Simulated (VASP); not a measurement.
# Si in VASP: single point with PBE+D3(BJ)

Aim: the single point of Si with PBE+D3(BJ).

All numbers are computed with VASP 6.6.1; they aren't measurements. Logs are shortened: lines on timing, memory, paths and dates and some standing lists are left out, and cuts for length are marked.

### Step 1. The cell of the first run

The cell holds a slab with vacuum, 24 atoms: a = 7.667 Å, b = 7.667 Å, c = 27.390 Å, α = 90.00°, β = 90.00°, γ = 120.00°.

### Step 2. Single point, PBE+D3(BJ)

Contents of INCAR:

```
SYSTEM = Si
PREC = Accurate
ENCUT = 400
EDIFF = 1E-6
ISMEAR = 0
SIGMA = 0.05
LREAL = .FALSE.
LASPH = .TRUE.
NELM = 120
ALGO = Normal
ISIF = 2
LWAVE = .FALSE.
LCHARG = .TRUE.
LDIPOL = .TRUE.
IDIPOL = 3
DIPOL = 0.5 0.5 0.420
GGA = PE
IVDW = 12
LELF = .TRUE.
LVHAR = .TRUE.
LVACPOTAV = .TRUE.
NBANDS = 66
GGA_COMPAT = .FALSE.
NELMDL = -8
```

Contents of KPOINTS:

```
regular mesh
0
G
  3 3 1
  0 0 0
```

Contents of POSCAR:

```
Si
1.0
    7.6671877233      0.0000000000      0.0000000000
   -3.8335938617      6.6399793440      0.0000000000
    0.0000000000      0.0000000000     27.3902616316
Si
24
Direct
    0.6666666667      0.3333333333      0.2920746106
    0.6666666667      0.8333333333      0.2920746106
    0.1666666667      0.3333333333      0.2920746106
    0.1666666667      0.8333333333      0.2920746106
    0.5000000000      0.5000000000      0.3206442198
    0.5000000000      0.0000000000      0.3206442198
    0.0000000000      0.5000000000      0.3206442198
    0.0000000000      0.0000000000      0.3206442198
    0.0000000000      0.5000000000      0.4063530473
    0.0000000000      0.0000000000      0.4063530473
    0.5000000000      0.5000000000      0.4063530473
    0.5000000000      0.0000000000      0.4063530473
    0.8326129040      0.6668144969      0.4350188933
    0.8336873237      0.1664814027      0.4345570928
    0.3335125313      0.6656744835      0.4343383254
    0.3332193949      0.1674624086      0.4327513439
    0.3387270556      0.6525264855      0.5214069357
    0.3271024347      0.1742566999      0.5188861982
    0.8207926836      0.6743647081      0.5225191835
    0.8411718846      0.1569061060      0.5218551371
    0.1684312043      0.8301043410      0.5391663050
    0.1641980365      0.3288757451      0.5572139739
    0.6591857507      0.8364034942      0.5581704164
    0.6691203303      0.3297259170      0.5358900718
```

Potentials or basis: VASP PAW PBE potentials, release 64 (Si).

Launch:

```sh
> cat potpaw_PBE.64/Si/POTCAR > POTCAR
> mpirun -np 1 vasp_std > vasp.out
```

OUTCAR:

```text
SYSTEM = Si
   PREC = Accurate
   ENCUT = 400
   EDIFF = 1E-6
   ISMEAR = 0
   LREAL = .FALSE.
   LASPH = .TRUE.
   NELM = 120
   ISIF = 2
   GGA = PE
   IVDW = 12
   NELMDL = -8
 IVDW          = 12

 ion  position               nearest neighbor table
   1  0.667  0.333  0.292-   7 2.35   6 2.35   5 2.35
   2  0.667  0.833  0.292-   8 2.35   5 2.35   6 2.35
   3  0.167  0.333  0.292-   5 2.35   8 2.35   7 2.35
   4  0.167  0.833  0.292-   6 2.35   7 2.35   8 2.35
   5  0.500  0.500  0.321-  11 2.35   3 2.35   2 2.35   1 2.35
   6  0.500  0.000  0.321-  12 2.35   4 2.35   1 2.35   2 2.35
   7  0.000  0.500  0.321-   9 2.35   1 2.35   4 2.35   3 2.35
   8  0.000  0.000  0.321-  10 2.35   2 2.35   3 2.35   4 2.35
   9  0.000  0.500  0.406-  15 2.34  14 2.35   7 2.35  13 2.35
  10  0.000  0.000  0.406-  16 2.33  14 2.34  13 2.35   8 2.35
[... 8 lines left out ...]
  19  0.821  0.674  0.523-  24 2.32  21 2.36  23 2.36  13 2.40
  20  0.841  0.157  0.522-  24 2.32  22 2.35  23 2.36  14 2.39
  21  0.168  0.830  0.539-  18 2.35  19 2.36  17 2.36
  22  0.164  0.329  0.557-  20 2.35  18 2.36  17 2.36
  23  0.659  0.836  0.558-  20 2.36  19 2.36  17 2.36
  24  0.669  0.330  0.536-  18 2.32  20 2.32  19 2.32

  LATTYP: Found a hexagonal cell.
 ALAT       =     7.6671877233
 C/A-ratio  =     3.5724000272

  Lattice vectors:

 A1 = (   7.6671877233,   0.0000000000,   0.0000000000)
 A2 = (  -3.8335938617,   6.6399793440,   0.0000000000)
 A3 = (   0.0000000000,   0.0000000000,  27.3902616316)

Analysis of symmetry for initial positions (statically):
=====================================================================
 Subroutine PRICEL returns:
 Original cell was already a primitive cell.

 Routine SETGRP: Setting up the symmetry group for a
 hexagonal supercell.

 Subroutine GETGRP returns: Found  1 space group operations
 (whereof  1 operations were pure point group operations)
 out of a pool of 24 trial point group operations.

The static configuration has the point symmetry C_1 .

Analysis of symmetry for dynamics (positions and initial velocities):
=====================================================================
 Subroutine PRICEL returns:
 Original cell was already a primitive cell.

 Routine SETGRP: Setting up the symmetry group for a
 hexagonal supercell.

 Subroutine GETGRP returns: Found  1 space group operations
 (whereof  1 operations were pure point group operations)
 out of a pool of 24 trial point group operations.

The dynamic configuration has the point symmetry C_1 .

 Subroutine INISYM returns: Found  1 space group operations
 (whereof  1 operations are pure point group operations),
 and found     1 'primitive' translations

----------------------------------------------------------------------------------------

                                     Primitive cell

  volume of cell :    1394.4373

  direct lattice vectors                    reciprocal lattice vectors
     7.667187723  0.000000000  0.000000000     0.130425918  0.075301439  0.000000000
    -3.833593862  6.639979344  0.000000000     0.000000000  0.150602878  0.000000000
     0.000000000  0.000000000 27.390261632     0.000000000  0.000000000  0.036509326

  length of vectors
     7.667187723  7.667187723 27.390261632     0.150602878  0.150602878  0.036509326

  position of ions in fractional coordinates (direct lattice)
     0.666666667  0.333333333  0.292074611
     0.666666667  0.833333333  0.292074611
     0.166666667  0.333333333  0.292074611
     0.166666667  0.833333333  0.292074611
     0.500000000  0.500000000  0.320644220
     0.500000000  0.000000000  0.320644220
[... 16 lines left out ...]
     0.659185751  0.836403494  0.558170416
     0.669120330  0.329725917  0.535890072

  ion indices of the primitive-cell ions
   primitive index   ion index
                 1           1
                 2           2
                 3           3
                 4           4
                 5           5
                 6           6
[... 16 lines left out ...]
                23          23
                24          24

----------------------------------------------------------------------------------------

 KPOINTS: regular mesh

Automatic generation of k-mesh.
 Grid dimensions read from file:
 generate k-points for:    3    3    1

 Generating k-lattice:

  Cartesian coordinates                     Fractional coordinates (reciprocal lattice)
     0.043475306  0.025100480  0.000000000     0.333333333  0.000000000  0.000000000
     0.000000000  0.050200959  0.000000000     0.000000000  0.333333333  0.000000000
     0.000000000  0.000000000  0.036509326     0.000000000  0.000000000  1.000000000

  Length of vectors
     0.050200959  0.050200959  0.036509326

  Shift w.r.t. Gamma in fractional coordinates (k-lattice)
     0.000000000  0.000000000  0.000000000

 Subroutine IBZKPT returns following result:
 ===========================================

 Found      5 irreducible k-points:

 Following reciprocal coordinates:
            Coordinates               Weight
  0.000000  0.000000  0.000000      1.000000
  0.333333  0.000000  0.000000      2.000000
  0.000000  0.333333  0.000000      2.000000
 -0.333333  0.333333  0.000000      2.000000
  0.333333  0.333333  0.000000      2.000000
   k-points           NKPTS =      5   k-points in BZ     NKDIM =      5   number of bands    NBANDS=     66
   number of dos      NEDOS =    301   number of ions     NIONS =     24
   total plane-waves  NPLWV = 450000
   dimension x,y,z NGX =    50 NGY =   50 NGZ =  180
   dimension x,y,z NGXF=   100 NGYF=  100 NGZF=  360
   ions per type =              24
   NGX,Y,Z   is equivalent  to a cutoff of  10.84, 10.84, 10.93 a.u.
   NGXF,Y,Z  is equivalent  to a cutoff of  21.68, 21.68, 21.85 a.u.
 SYSTEM =  Si
   PREC   = accura    normal or accurate (medium, high low for compatibility)
   ISTART =      0    job   : 0-new  1-cont  2-samecut
   ICHARG =      2    charge: 1-file 2-atom 10-const
   ISPIN  =      1    spin polarized calculation?
   LNONCOLLINEAR =      F non collinear calculations
   LSORBIT =      F    spin-orbit coupling
   LASPH  =      T    aspherical Exc in radial PAW
   ENCUT  =  400.0 eV  29.40 Ry    5.42 a.u.  12.50 12.50 44.67*2*pi/ulx,y,z
   NELM   =    120;   NELMIN=  2; NELMDL= -8     # of ELM steps
   EDIFF  = 0.1E-05   stopping-criterion for ELM
   LREAL  =      F    real-space projection
   EDIFFG = 0.1E-04   stopping-criterion for IOM
   NSW    =      0    number of steps for IOM
   IBRION =     -1    ionic relax: 0-MD 1-quasi-New 2-CG
   NFREE  =      0    steps in history (QN), initial steepest desc. (CG)
   ISIF   =      2    stress and relaxation
   ISYM   =      2    0-nonsym 1-usesym 2-fastsym
   POTIM  = 0.5000    time-step for ionic-motion
   TEBEG  =    0.0;   TEEND  =   0.0 temperature during run
   PSTRESS=    0.0 pullay stress
   NELECT =      96.0000    total number of electrons
   NUPDOWN=      -1.0000    fix difference up-down
   EMIN   =  10.00;   EMAX   =-10.00  energy-range for DOS
   EFERMI =   0.00;   METHOD = LEGACY
   ISMEAR =     0;   SIGMA  =   0.05  broadening in eV -4-tet -1-fermi 0-gaus
   EFERMI_NEDOS =   21; number of points for ismear=-14 and -15
   IALGO  =     38    algorithm
   IMIX   =      4    mixing-type and parameters
     AMIX     =   0.40;   BMIX     =  1.00
     AMIX_MAG =   1.60;   BMIX_MAG =  1.00
  volume/ion in A,a.u.               =      58.10       392.09
  Fermi-wavevector in a.u.,A,eV,Ry     =   0.670964  1.267937  6.125235  0.450192
  Thomas-Fermi vector in A             =   1.746640
   LORBIT       =      0    0 simple, 1 ext, 2 COOP (PROOUT), +10 PAW based schemes
   GGA     = PE    functional components
   LHFCALC =     F    Hartree Fock is set to
   AEXX    =    0.0000 exact exchange contribution
   IVDW    =    12    specifies the selected vdW correction
   LEPSILON=     F    determine dielectric tensor
   LRPA    =     F    only Hartree local field effects (RPA)
 non-spin polarized calculation
 Gauss-broadening in eV      SIGMA  =   0.05
  energy-cutoff  :      400.00
  volume of cell :     1394.44
 maximum number of plane-waves:     25433
 NGX is ok and might be reduce to    50
   NGX = 25   NGY = 25   NGZ = 89

 dipolmoment           0.000000      0.000000     -0.017766 electrons x Angstroem

 number of electron      96.0000002 magnetization

 dipolmoment           0.000000      0.000000      0.020750 electrons x Angstroem

 Free energy of the ion-electron system (eV)
  ---------------------------------------------------
  ext. energy  EPLUGINS =         0.00000000
  ---------------------------------------------------
  free energy    TOTEN  =      -120.38216221 eV

  energy without entropy =     -120.36327122  energy(sigma->0) =     -120.37271671

 E-fermi :  -1.1390     XC(G=0):  -3.8059

 val. band max:       -1.2510788026   @ k =   0.3333   0.3333   0.0000
 cond. band min:      -1.1334178809   @ k =  -0.3333   0.3333   0.0000
 fundamental gap:      0.1176609217
 Fermi energy:        -1.1389916732

 k-point     1 :       0.0000    0.0000    0.0000
  band No.  band energies     occupation
      1     -12.9098      2.00000
      2     -12.0156      2.00000
      3     -11.1217      2.00000
      4     -10.7031      2.00000
      5     -10.6654      2.00000
      6     -10.6460      2.00000
[... 52 lines left out ...]
     59       0.6614      0.00000
     60       1.0440      0.00000

 k-point     2 :       0.3333    0.0000    0.0000
  band No.  band energies     occupation
      1     -12.5882      2.00000
      2     -11.7035      2.00000
      3     -11.6603      2.00000
      4     -10.8659      2.00000
      5     -10.8320      2.00000
      6     -10.7955      2.00000
[... 52 lines left out ...]
     59       1.4457      0.00000
     60       1.5587      0.00000

 k-point     3 :       0.0000    0.3333    0.0000
  band No.  band energies     occupation
      1     -12.5885      2.00000
      2     -11.7062      2.00000
      3     -11.6571      2.00000
      4     -10.8626      2.00000
      5     -10.8416      2.00000
      6     -10.7942      2.00000
[... 52 lines left out ...]
     59       1.4491      0.00000
     60       1.5506      0.00000

 k-point     4 :      -0.3333    0.3333    0.0000
  band No.  band energies     occupation
      1     -12.5900      2.00000
      2     -11.7330      2.00000
      3     -11.6227      2.00000
      4     -10.8493      2.00000
      5     -10.8441      2.00000
      6     -10.8070      2.00000
[... 52 lines left out ...]
     59       1.4040      0.00000
     60       1.5203      0.00000

 k-point     5 :       0.3333    0.3333    0.0000
  band No.  band energies     occupation
      1     -12.0312      2.00000
      2     -11.9457      2.00000
      3     -11.9065      2.00000
      4     -11.1427      2.00000
      5     -11.0672      2.00000
      6     -11.0103      2.00000
[... 52 lines left out ...]
     59       2.1306      0.00000
     60       2.1647      0.00000
 [bands above 60 left out]

------------------------ aborting loop because EDIFF is reached ----------------------------------------

 Edisp (eV)   -6.56471

 E8    (eV) :    -2.8155

  FORCE on cell =-STRESS in cart. coord.  units (eV):
  Direction    XX          YY          ZZ          XY          YZ          ZX
  --------------------------------------------------------------------------------------
  -------------------------------------------------------------------------------------
  Total      -3.40163    -3.12904    -0.00944     0.33433     0.11678     0.08217
  in kB      -3.90840    -3.59519    -0.01085     0.38414     0.13417     0.09442
  external pressure =       -2.50 kB  Pullay stress =        0.00 kB

 VOLUME and BASIS-vectors are now :
 -----------------------------------------------------------------------------
  energy-cutoff  :      400.00
  volume of cell :     1394.44
      direct lattice vectors                 reciprocal lattice vectors
     7.667187723  0.000000000  0.000000000     0.130425918  0.075301439  0.000000000
    -3.833593862  6.639979344  0.000000000     0.000000000  0.150602878  0.000000000
     0.000000000  0.000000000 27.390261632     0.000000000  0.000000000  0.036509326

 POSITION                                       TOTAL-FORCE (eV/Angst)
 -----------------------------------------------------------------------------------
      3.83359      2.21333      8.00000        -0.068926      0.030700      0.556339
      1.91680      5.53332      8.00000         0.068539     -0.044073      0.545031
      0.00000      2.21333      8.00000         0.067728     -0.040287      0.530077
     -1.91680      5.53332      8.00000        -0.066536      0.041109      0.549838
      1.91680      3.31999      8.78253        -0.014281      0.016893     -0.770955
      3.83359      0.00000      8.78253         0.001217     -0.005844     -0.859068
[... 16 lines left out ...]
      1.84767      5.55370     15.28843         0.030001     -0.115996     -0.341012
      3.86624      2.18937     14.67817        -0.033342      0.072506     -0.253022
 -----------------------------------------------------------------------------------
    total drift:                                0.000124      0.000076     -0.000218

  FREE ENERGIE OF THE ION-ELECTRON SYSTEM (eV)
  ---------------------------------------------------
  free  energy   TOTEN  =      -126.9468675043 eV

  energy  without entropy=     -126.9279765129  energy(sigma->0) =     -126.93742201

 vacuum level on the upper side and lower side of the slab         3.699         3.625
```

It took 33 min on 1 thread of Intel Xeon 8259CL, shared host; peak memory 0.94 GiB.

Results:

```
Free energy                : -126.9469 eV
Largest force              : 0.859 eV/Å
Band gap on the k mesh     : zero (bands 48 and 49 overlap by 0.06 eV)
Dispersion energy per atom : -0.274 eV
```

Forces in eV/Å, atoms in the order of the input:
```
Si  -0.069  0.031  0.556
Si   0.069 -0.044  0.545
Si   0.068 -0.040  0.530
Si  -0.067  0.041  0.550
Si  -0.014  0.017 -0.771
Si   0.001 -0.006 -0.859
Si   0.015  0.000 -0.838
Si  -0.013  0.002 -0.745
Si  -0.001 -0.014  0.406
Si  -0.131 -0.069  0.194
Si   0.006  0.148  0.170
Si   0.141 -0.092  0.341
Si   0.079  0.002 -0.049
Si  -0.036  0.022 -0.089
Si  -0.078  0.057 -0.062
Si   0.020 -0.074 -0.069
Si  -0.180  0.108  0.418
Si  -0.088 -0.262  0.585
Si   0.199  0.193  0.362
Si   0.074 -0.052  0.240
Si  -0.010 -0.069 -0.505
Si   0.017  0.145 -0.318
Si   0.030 -0.116 -0.341
Si  -0.033  0.073 -0.253
```
